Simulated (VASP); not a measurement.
# Mg3Cd2Se5 (I4/mmm) in VASP: a series of runs

The runs below take Mg3Cd2Se5 through single point, with PBE.

All numbers are computed with VASP 6.6.1; they aren't measurements. Logs are shortened: lines on timing, memory, paths and dates and some standing lists are left out, and cuts for length are marked.

**1. The cell of the first run**

The structure is tetragonal, space group I4/mmm (No. 139). The conventional cell has a = 3.965 Å, b = 3.965 Å, c = 28.095 Å, α = 90.00°, β = 90.00°, γ = 90.00°. Mg (site symmetry 4mm) has 6 Se at 2.73 to 2.80 Å within 3.6 Å. Within 3.6 Å of Mg (site symmetry 4/mmm) lie 6 Se at 2.73 to 2.80 Å. Cd (site symmetry 4mm) has 6 Se at 2.80 to 2.92 Å within 3.7 Å. Se (site symmetry 4mm) has 5 Cd at 2.80 to 2.92 Å and 1 Mg at 2.80 Å within 3.7 Å. Within 3.6 Å of Se (site symmetry 4mm) lie 5 Mg at 2.73 to 2.80 Å and 1 Cd at 2.87 Å. Within 3.6 Å of Se (site symmetry 4/mmm) lie 6 Mg at 2.73 to 2.80 Å.

**2. Single point, PBE**

Contents of INCAR:

```
SYSTEM = Mg3Cd2Se5
PREC = Accurate ; ENCUT = 520
EDIFF = 1E-6 ; ISMEAR = 0
SIGMA = 0.1 ; LREAL = .FALSE.
LASPH = .TRUE. ; NELM = 60
ALGO = Normal ; ISIF = 2
LWAVE = .FALSE. ; LCHARG = .TRUE.
GGA = PE ; LELF = .TRUE.
LVHAR = .TRUE. ; NBANDS = 41
```

Contents of KPOINTS:

```
Automatic mesh
0
G
  4 4 4
  0 0 0
```

Contents of POSCAR:

```
Mg3Cd2Se5
1.0
    0.0000000000     -3.9649220810      0.0000000000
    3.9649220810      0.0000000000      0.0000000000
   -1.9824610405      1.9824610405     14.0473179300
Mg Cd Se
3 2 5
Direct
    0.9026563925      0.9026563925      0.8053127850
    0.5000000000      0.5000000000      0.0000000000
    0.0973436075      0.0973436075      0.1946872150
    0.6990082524      0.6990082524      0.3980165047
    0.3009917476      0.3009917476      0.6019834953
    0.8028207150      0.8028207150      0.6056414300
    0.4029936098      0.4029936098      0.8059872196
    0.0000000000      0.0000000000      0.0000000000
    0.5970063902      0.5970063902      0.1940127804
    0.1971792850      0.1971792850      0.3943585700
```

Potentials or basis: VASP PAW PBE potentials, release 64 (Mg, Cd, Se).

Command:

```sh
> cat potpaw_PBE.64/Mg/POTCAR potpaw_PBE.64/Cd/POTCAR potpaw_PBE.64/Se/POTCAR > POTCAR
> mpirun -np 1 vasp_std > vasp.out
```

OUTCAR:

```text
SYSTEM = Mg3Cd2Se5
   PREC = Accurate
   ENCUT = 520
   EDIFF = 1E-6
   ISMEAR = 0
   LREAL = .FALSE.
   LASPH = .TRUE.
   NELM = 60
   ISIF = 2
   GGA = PE

 ion  position               nearest neighbor table
   1  0.903  0.903  0.805-   8 2.73   7 2.80   7 2.80   7 2.80   7 2.80   6 2.80
   2  0.500  0.500  0.000-   7 2.73   9 2.73   8 2.80   8 2.80   8 2.80   8 2.80
   3  0.097  0.097  0.195-   8 2.73   9 2.80   9 2.80   9 2.80   9 2.80  10 2.80
   4  0.699  0.699  0.398-  10 2.80  10 2.80  10 2.80  10 2.80   9 2.87   6 2.92
   5  0.301  0.301  0.602-   6 2.80   6 2.80   6 2.80   6 2.80   7 2.87  10 2.92
   6  0.803  0.803  0.606-   5 2.80   5 2.80   5 2.80   5 2.80   1 2.80   4 2.92
   7  0.403  0.403  0.806-   2 2.73   1 2.80   1 2.80   1 2.80   1 2.80   5 2.87
   8  0.000  0.000  0.000-   1 2.73   3 2.73   2 2.80   2 2.80   2 2.80   2 2.80
   9  0.597  0.597  0.194-   2 2.73   3 2.80   3 2.80   3 2.80   3 2.80   4 2.87
  10  0.197  0.197  0.394-   4 2.80   4 2.80   4 2.80   4 2.80   3 2.80   5 2.92

  LATTYP: Found a body centered tetragonal cell.
 ALAT       =     3.9649220810
 C/A-ratio  =     7.0857977247

  Lattice vectors:

 A1 = (  -1.9824610405,  -1.9824610405, -14.0473179300)
 A2 = (   1.9824610405,   1.9824610405, -14.0473179300)
 A3 = (   1.9824610405,  -1.9824610405,  14.0473179300)

Analysis of symmetry for initial positions (statically):
=====================================================================
 Subroutine PRICEL returns:
 Original cell was already a primitive cell.

 Routine SETGRP: Setting up the symmetry group for a
 body centered tetragonal supercell.

 Subroutine GETGRP returns: Found 16 space group operations
 (whereof 16 operations were pure point group operations)
 out of a pool of 16 trial point group operations.

The static configuration has the point symmetry D_4h.

Analysis of symmetry for dynamics (positions and initial velocities):
=====================================================================
 Subroutine PRICEL returns:
 Original cell was already a primitive cell.

 Routine SETGRP: Setting up the symmetry group for a
 body centered tetragonal supercell.

 Subroutine GETGRP returns: Found 16 space group operations
 (whereof 16 operations were pure point group operations)
 out of a pool of 16 trial point group operations.

The dynamic configuration has the point symmetry D_4h.

 Subroutine INISYM returns: Found 16 space group operations
 (whereof 16 operations are pure point group operations),
 and found     1 'primitive' translations

----------------------------------------------------------------------------------------

                                     Primitive cell

  volume of cell :     220.8324

  direct lattice vectors                    reciprocal lattice vectors
     0.000000000 -3.964922081  0.000000000     0.000000000 -0.252211766  0.035593983
     3.964922081  0.000000000  0.000000000     0.252211766  0.000000000  0.035593983
    -1.982461041  1.982461041 14.047317930     0.000000000  0.000000000  0.071187967

  length of vectors
     3.964922081  3.964922081 14.324365416     0.254711026  0.254711026  0.071187967

  position of ions in fractional coordinates (direct lattice)
     0.902656392  0.902656392  0.805312785
     0.500000000  0.500000000  0.000000000
     0.097343608  0.097343608  0.194687215
     0.699008252  0.699008252  0.398016505
     0.300991748  0.300991748  0.601983495
     0.802820715  0.802820715  0.605641430
     0.402993610  0.402993610  0.805987220
     0.000000000  0.000000000  0.000000000
     0.597006390  0.597006390  0.194012780
     0.197179285  0.197179285  0.394358570

  ion indices of the primitive-cell ions
   primitive index   ion index
                 1           1
                 2           2
                 3           3
                 4           4
                 5           5
                 6           6
                 7           7
                 8           8
                 9           9
                10          10

----------------------------------------------------------------------------------------

 KPOINTS: Automatic mesh

Automatic generation of k-mesh.
 Grid dimensions read from file:
 generate k-points for:    4    4    4

 Generating k-lattice:

  Cartesian coordinates                     Fractional coordinates (reciprocal lattice)
     0.000000000 -0.063052941  0.008898496     0.250000000  0.000000000  0.000000000
     0.063052941  0.000000000  0.008898496     0.000000000  0.250000000  0.000000000
     0.000000000  0.000000000  0.017796992     0.000000000  0.000000000  0.250000000

  Length of vectors
     0.063677756  0.063677756  0.017796992

  Shift w.r.t. Gamma in fractional coordinates (k-lattice)
     0.000000000  0.000000000  0.000000000

 Subroutine IBZKPT returns following result:
 ===========================================

 Found     13 irreducible k-points:

 Following reciprocal coordinates:
[... 38 lines left out ...]
   ISIF   =      2    stress and relaxation
   ISYM   =      2    0-nonsym 1-usesym 2-fastsym
   POTIM  = 0.5000    time-step for ionic-motion
   TEBEG  =    0.0;   TEEND  =   0.0 temperature during run
   PSTRESS=    0.0 pullay stress
   NELECT =      60.0000    total number of electrons
   NUPDOWN=      -1.0000    fix difference up-down
   EMIN   =  10.00;   EMAX   =-10.00  energy-range for DOS
   EFERMI =   0.00;   METHOD = LEGACY
   ISMEAR =     0;   SIGMA  =   0.10  broadening in eV -4-tet -1-fermi 0-gaus
   EFERMI_NEDOS =   21; number of points for ismear=-14 and -15
   IALGO  =     38    algorithm
   IMIX   =      4    mixing-type and parameters
     AMIX     =   0.40;   BMIX     =  1.00
     AMIX_MAG =   1.60;   BMIX_MAG =  1.00
  volume/ion in A,a.u.               =      22.08       149.03
  Fermi-wavevector in a.u.,A,eV,Ry     =   1.060322  2.003718 15.296788  1.124282
  Thomas-Fermi vector in A             =   2.195699
   LORBIT       =      0    0 simple, 1 ext, 2 COOP (PROOUT), +10 PAW based schemes
   GGA     = PE    functional components
   LHFCALC =     F    Hartree Fock is set to
   AEXX    =    0.0000 exact exchange contribution
   IVDW    =     0    specifies the selected vdW correction
   LEPSILON=     F    determine dielectric tensor
   LRPA    =     F    only Hartree local field effects (RPA)
 non-spin polarized calculation
 Gauss-broadening in eV      SIGMA  =   0.10
  energy-cutoff  :      520.00
  volume of cell :      220.83
 maximum number of plane-waves:      6012
 NGX is ok and might be reduce to    30

 number of electron      60.0000014 magnetization

 Free energy of the ion-electron system (eV)
  ---------------------------------------------------
  ext. energy  EPLUGINS =         0.00000000
  ---------------------------------------------------
  free energy    TOTEN  =       -32.59365259 eV

  energy without entropy =      -32.59295198  energy(sigma->0) =      -32.59330229

 E-fermi :   3.0057     XC(G=0):  -9.6227

 val. band max:        2.8170891756   @ k =   0.5000   0.0000   0.0000
 cond. band min:       3.1246404927   @ k =   0.0000   0.0000   0.5000
 fundamental gap:      0.3075513171
 Fermi energy:         3.0056869578

 k-point     1 :       0.0000    0.0000    0.0000
  band No.  band energies     occupation
      1     -10.1745      2.00000
      2      -9.8166      2.00000
      3      -9.7699      2.00000
      4      -9.3030      2.00000
      5      -8.9115      2.00000
      6      -5.2999      2.00000
[... 33 lines left out ...]
     40       8.9180      0.00000
     41       9.1190      0.00000

 k-point     2 :       0.2500    0.0000    0.0000
  band No.  band energies     occupation
      1      -9.8595      2.00000
      2      -9.5984      2.00000
      3      -9.4876      2.00000
      4      -9.1835      2.00000
      5      -8.8794      2.00000
      6      -5.3318      2.00000
[... 473 lines left out ...]
     40       9.0196      0.00000
     41      10.1936      0.00000

 k-point    13 :       0.0000    0.0000    0.5000
  band No.  band energies     occupation
      1     -10.1346      2.00000
      2      -9.9775      2.00000
      3      -9.5991      2.00000
      4      -9.3537      2.00000
      5      -8.9114      2.00000
      6      -5.2999      2.00000
[... 33 lines left out ...]
     40       9.9184      0.00000
     41      10.1106      0.00000

------------------------ aborting loop because EDIFF is reached ----------------------------------------

  FORCE on cell =-STRESS in cart. coord.  units (eV):
  Direction    XX          YY          ZZ          XY          YZ          ZX
  --------------------------------------------------------------------------------------
  -------------------------------------------------------------------------------------
  Total        0.6847567      0.6847567     -0.3504039      0.0000000      0.0000000      0.0000000
  in kB        4.9680290      4.9680290     -2.5422417      0.0000000      0.0000000      0.0000000
  external PRESSURE =       2.4646054 kB  Pullay stress =       0.0000000 kB

 VOLUME and BASIS-vectors are now :
 -----------------------------------------------------------------------------
  energy-cutoff  :      520.00
  volume of cell :      220.83
      direct lattice vectors                 reciprocal lattice vectors
     0.000000000 -3.964922081  0.000000000     0.000000000 -0.252211766  0.035593983
     3.964922081  0.000000000  0.000000000     0.252211766  0.000000000  0.035593983
    -1.982461041  1.982461041 14.047317930     0.000000000  0.000000000  0.071187967

 POSITION                                       TOTAL-FORCE (eV/Angst)
 -----------------------------------------------------------------------------------
      1.98246     -1.98246     11.31248         0.000000     -0.000000     -0.002920
      1.98246     -1.98246      0.00000         0.000000      0.000000     -0.000000
      0.00000      0.00000      2.73483        -0.000000      0.000000      0.002920
      1.98246     -1.98246      5.59106         0.000000     -0.000000      0.012076
     -0.00000      0.00000      8.45625        -0.000000      0.000000     -0.012076
      1.98246     -1.98246      8.50764        -0.000000      0.000000      0.017890
      0.00000      0.00000     11.32196         0.000000     -0.000000      0.017892
      0.00000      0.00000      0.00000         0.000000      0.000000     -0.000000
      1.98246     -1.98246      2.72536        -0.000000      0.000000     -0.017892
     -0.00000      0.00000      5.53968         0.000000     -0.000000     -0.017890
 -----------------------------------------------------------------------------------
    total drift:                                0.000000     -0.000000     -0.000000

  FREE ENERGIE OF THE ION-ELECTRON SYSTEM (eV)
  ---------------------------------------------------
  free  energy   TOTEN  =       -32.5936525880 eV

  energy  without entropy=      -32.5929519835  energy(sigma->0) =      -32.59330229
```

Run time: 86 s. Hardware: 1 thread of Intel Xeon Platinum 8488C (Sapphire Rapids), shared host; peak memory 0.35 GiB.

What came out:

```
Free energy            : -32.5937 eV
Pressure               : 0.2 GPa
Largest force          : 0.018 eV/Å
Band gap on the k mesh : 0.31 eV (least direct gap 0.71 eV)
```

Forces on the atoms (eV/Å):
```
Mg   0.000  0.000 -0.003
Mg   0.000  0.000  0.000
Mg   0.000  0.000  0.003
Cd   0.000  0.000  0.012
Cd   0.000  0.000 -0.012
Se   0.000  0.000  0.018
Se   0.000  0.000  0.018
Se   0.000  0.000  0.000
Se   0.000  0.000 -0.018
Se   0.000  0.000 -0.018
```

Caveat: semilocal functionals underestimate gaps, and a narrow one can read as zero. A k mesh can miss the band edges.

**3. Single point, PBE**

This run uses another cell than the first one, of the same volume but with other edges.

Contents of INCAR:

```
SYSTEM = Mg3Cd2Se5
PREC = Accurate
ENCUT = 520
EDIFF = 1E-6
ISMEAR = 0
SIGMA = 0.1
LREAL = .False.
LASPH = .True.
NELM = 80
ALGO = Normal
ISIF = 2
LWAVE = .False.
LCHARG = .False.
GGA = PE
NBANDS = 41
```

Contents of KPOINTS:

```
Automatic mesh
0
Gamma
  6 6 6
  0 0 0
```

Contents of POSCAR:

```
Mg3Cd2Se5
1.0
   -1.9832230134      1.9832230134     14.0409860556
    1.9832230134     -1.9832230134     14.0409860556
    1.9832230134      1.9832230134    -14.0409860556
Mg Cd Se
3 2 5
Direct
    0.9025062119      0.9025062119      0.0000000000
    0.5000000000      0.5000000000      0.0000000000
    0.0974937881      0.0974937881      0.0000000000
    0.6990415447      0.6990415447      0.0000000000
    0.3009584553      0.3009584553      0.0000000000
    0.8026146201      0.8026146201      0.0000000000
    0.4030664712      0.4030664712      0.0000000000
    0.0000000000      0.0000000000      0.0000000000
    0.5969335288      0.5969335288      0.0000000000
    0.1973853799      0.1973853799      0.0000000000
```

Potentials or basis: VASP PAW PBE potentials, release 64 (Mg, Cd, Se).

Command:

```sh
> cat potpaw_PBE.64/Mg/POTCAR potpaw_PBE.64/Cd/POTCAR potpaw_PBE.64/Se/POTCAR > POTCAR
> mpirun -np 1 vasp_std > vasp.out
```

Wall time 46 min (1 thread of Intel Xeon Platinum 8488C (Sapphire Rapids), shared host); peak memory 2 GiB.

The run converged. Its results:

| Property | Result |
| --- | --- |
| Free energy | -32.7246 eV |
| Pressure | 0.1 GPa |
| Largest force | 0.038 eV/Å |
| Band gap on the k mesh | 0.34 eV (least direct gap 0.71 eV) |

Forces in eV/Å, atoms in the order of the input:
```
Mg   0.000  0.000  0.016
Mg   0.000  0.000  0.000
Mg   0.000  0.000 -0.016
Cd   0.000  0.000 -0.009
Cd   0.000  0.000  0.009
Se   0.000  0.000  0.038
Se   0.000  0.000 -0.005
Se   0.000  0.000  0.000
Se   0.000  0.000  0.005
Se   0.000  0.000 -0.038
```

Levels at points of the mesh, in eV from the valence-band top:
| k point | band 27 | band 28 | band 29 | band 30 | band 31 | band 32 | band 33 | band 34 |
| --- | --- | --- | --- | --- | --- | --- | --- | --- |
| (0.00, 0.00, 0.00) | -0.96 | -0.39 | -0.31 | -0.31 | 0.48 | 0.99 | 1.80 | 3.70 |
| (0.50, 0.00, 0.00) | -0.75 | -0.45 | 0.00 | 0.00 | 3.29 | 3.71 | 3.99 | 4.20 |
| (0.50, 0.50, 0.00) | -2.29 | -2.05 | -1.96 | -1.92 | 0.45 | 0.93 | 2.10 | 3.37 |
| (0.50, 0.50, 0.50) | -0.73 | -0.73 | -0.37 | -0.37 | 0.34 | 1.75 | 2.45 | 2.86 |

Caveat: semilocal functionals underestimate gaps, and a narrow one can read as zero. A k mesh can miss the band edges.

**4. Single point, PBE**

This run uses another cell than the first one, of 24.03 Å³/atom.

Contents of INCAR:

```
PREC     = Accurate       # precision mode
ENCUT    = 520            # plane-wave cutoff, eV
EDIFF    = 1E-6           # SCF threshold, eV
ISMEAR   = 0              # smearing method
SIGMA    = 0.1            # smearing width, eV
LREAL    = F              # projectors in reciprocal space
LASPH    = T              # aspherical terms in the spheres
NELM     = 60             # most SCF steps
ALGO     = Normal         # electronic algorithm
ISIF     = 2              # what is computed and relaxed
LWAVE    = F              # write WAVECAR
LCHARG   = F              # write CHGCAR
GGA      = PE             # functional
NBANDS   = 41             # bands
```

Contents of KPOINTS:

```
Automatic mesh
0
Gamma
  6 6 6
```

Contents of POSCAR:

```
Mg3Cd2Se5
1.0
   -2.0404226300      2.0404226300     14.4279668100
    2.0404226300     -2.0404226300     14.4279668100
    2.0404226300      2.0404226300    -14.4279668100
Mg Cd Se
3 2 5
Direct
    0.9000000000      0.9000000000      0.0000000000
    0.5000000000      0.5000000000      0.0000000000
    0.1000000000      0.1000000000      0.0000000000
    0.7000000000      0.7000000000      0.0000000000
    0.3000000000      0.3000000000      0.0000000000
    0.8000000000      0.8000000000      0.0000000000
    0.4000000000      0.4000000000      0.0000000000
    0.0000000000      0.0000000000      0.0000000000
    0.6000000000      0.6000000000      0.0000000000
    0.2000000000      0.2000000000      0.0000000000
```

Command:

```sh
> cat potpaw_PBE.64/Mg/POTCAR potpaw_PBE.64/Cd/POTCAR potpaw_PBE.64/Se/POTCAR > POTCAR
> mpirun -np 1 vasp_std > vasp.out
```

Run time: 45 min. Hardware: 1 thread of Intel Xeon Platinum 8488C (Sapphire Rapids), shared host; peak memory 2.2 GiB.

The run converged. Its results:

| Item | Value |
| --- | --- |
| Free energy | -32.4056 eV |
| Pressure | -4.1 GPa |
| Largest force | 0.268 eV/Å |
| Band gap on the k mesh | 0.39 eV (least direct gap 0.84 eV) |

Forces on the atoms (eV/Å):
```
Mg   0.000  0.000  0.038
Mg   0.000  0.000  0.000
Mg   0.000  0.000 -0.038
Cd   0.000  0.000 -0.016
Cd   0.000  0.000  0.016
Se   0.000  0.000  0.234
Se   0.000  0.000  0.268
Se   0.000  0.000  0.000
Se   0.000  0.000 -0.268
Se   0.000  0.000 -0.234
```

Stress tensor (GPa, compression positive):
```
-4.17  0.00  0.00
 0.00 -4.17  0.00
 0.00  0.00 -4.05
```

Levels at points of the mesh, in eV from the valence-band top:
```tsv
k point	band 27	band 28	band 29	band 30	band 31	band 32	band 33	band 34
(0.00, 0.00, 0.00)	-0.88	-0.37	-0.36	-0.36	0.55	0.71	1.53	3.17
(0.50, 0.00, 0.00)	-0.72	-0.37	0.00	0.00	3.24	3.69	3.83	4.05
(0.50, 0.50, 0.00)	-2.09	-1.97	-1.77	-1.77	0.48	1.01	1.81	2.97
(0.50, 0.50, 0.50)	-0.58	-0.58	-0.46	-0.46	0.39	1.65	2.16	2.35
```

Caveat: the cell stands under tension; semilocal functionals underestimate gaps, and a narrow one can read as zero. A k mesh can miss the band edges.

**5. Overview**

| cell | k mesh | gap on the mesh (eV) | pressure (GPa) | largest force (eV/Å) |
| --- | --- | --- | --- | --- |
| a = 3.965, b = 3.965, c = 14.324 Å, angles 98.0, 98.0, 90.0°, 10 atoms, atomic positions A | 4 × 4 × 4 | 0.31 | 0.2 | 0.02 |
| a = 14.318 Å, angles 164.1, 164.1, 22.6°, 10 atoms, atomic positions B | 6 × 6 × 6 | 0.34 | 0.1 | 0.04 |
| a = 14.714 Å, angles 164.1, 164.1, 22.6°, 10 atoms, atomic positions C | 6 × 6 × 6 | 0.39 | -4.1 | 0.27 |

Alike in all rows: task single point; level PBE; potentials or basis VASP PAW PBE potentials, release 64 (Mg, Cd, Se); no spin polarisation; cutoff (eV) 520; smearing gaussian 0.1 eV.

Caveats: semilocal functionals underestimate gaps, and a narrow one can read as zero; the cell stands under tension (at least some runs).

Absolute energies hang on the potentials; compare differences alone.
